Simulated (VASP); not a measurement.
Wanted: the native input for a VASP 6.6.1 run.

```yaml
Task: single point
Functional: PBE
Potentials_or_basis: VASP PAW PBE potentials, release 64 (Tc_pv)
Cutoff: 520 eV
k_mesh: 8 × 8 × 8
Occupations: fermi-dirac, width 0.05 eV
Spin: no spin polarisation
Dipole_correction: no
Further_INCAR_settings: ALGO = Normal; EDIFF = 1e-06; NBANDS = 12
```

The structure of Tc lies in POSCAR:

```
Tc
1.0
    2.4990653647      0.0000000000      0.0000000000
    0.0000000000      2.4990653647      0.0000000000
    0.0000000000      0.0000000000      2.4990653647
Tc
1
Direct
    0.0000000000      0.0000000000      0.0000000000
```

One way to write it, as run:

INCAR

```
ALGO     = Normal         # electronic algorithm
EDIFF    = 1E-6           # SCF threshold, eV
ENCUT    = 520            # plane-wave cutoff, eV
GGA      = PE             # functional
ISIF     = 2              # what is computed and relaxed
ISMEAR   = -1             # smearing method
LASPH    = T              # aspherical terms in the spheres
LCHARG   = F              # write CHGCAR
LREAL    = F              # projectors in reciprocal space
LWAVE    = F              # write WAVECAR
NBANDS   = 12             # bands
NELM     = 100            # most SCF steps
PREC     = Accurate       # precision mode
SIGMA    = 0.05           # smearing width, eV
```

KPOINTS

```
k-points
0
Gamma
  8 8 8
```

Potentials or basis: VASP PAW PBE potentials, release 64 (Tc_pv).

Launch:

```console
$ cat potpaw_PBE.64/Tc_pv/POTCAR > POTCAR
$ mpirun -np 1 vasp_std > vasp.out
```

Results of the run:

| Item | Value |
| --- | --- |
| Pressure | 9.5 GPa |

It took 4.6 s on 1 thread of Intel(R) Xeon(R) Platinum 8259CL CPU @ 2.50GHz (Skylake/Cascade Lake) (shared host), peak memory 0.12 GiB.
